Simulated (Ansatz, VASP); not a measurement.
# Two plane-wave programs on MoS2

```
Mo S
1.0
     3.20260    0.00000    0.00000
    -1.60130    2.77353    0.00000
     0.00000    0.00000   12.45679
Mo S
2 4
Cartesian
  0.0000 1.8490 3.1142
  1.6013 0.9245 9.3426
  0.0000 1.8490 7.8166
  1.6013 0.9245 1.5882
  0.0000 1.8490 10.8686
  1.6013 0.9245 4.6402
```

Change from the starting cell: volume scaled by 1.04, PAW files.

Alike in both runs: task electric field gradients; functional PBE; k mesh 10 × 10 × 3; occupations fermi-dirac, width 0.03 eV; no spin polarisation.

|  | VASP | Ansatz |
| --- | --- | --- |
| version | VASP 6.6.1 | Ansatz 0.2.0 |
| potentials or method | VASP PAW PBE potentials, release 64 (Mo_sv, S) | PAW with Ansatz's default frozen-core files, scalar-relativistic |
| plane-wave cutoff (eV) | 520 | 420 |
| valence electrons in the cell | 52 | 52 |

```tsv
	VASP	Ansatz	Ansatz less VASP
pressure (GPa)	2.4	2.5	+0.13
traceless stress, the component that is largest in VASP (GPa)	3.82	3.86	+0.038
rms of the force components (eV/Å)	0.237	0.244	+0.0067
size of Vzz on the site where it differs most (V/Å²)	88.9	86.6	-2.31
```

Atom by atom the forces differ by 0.007 eV/Å (rms over components).
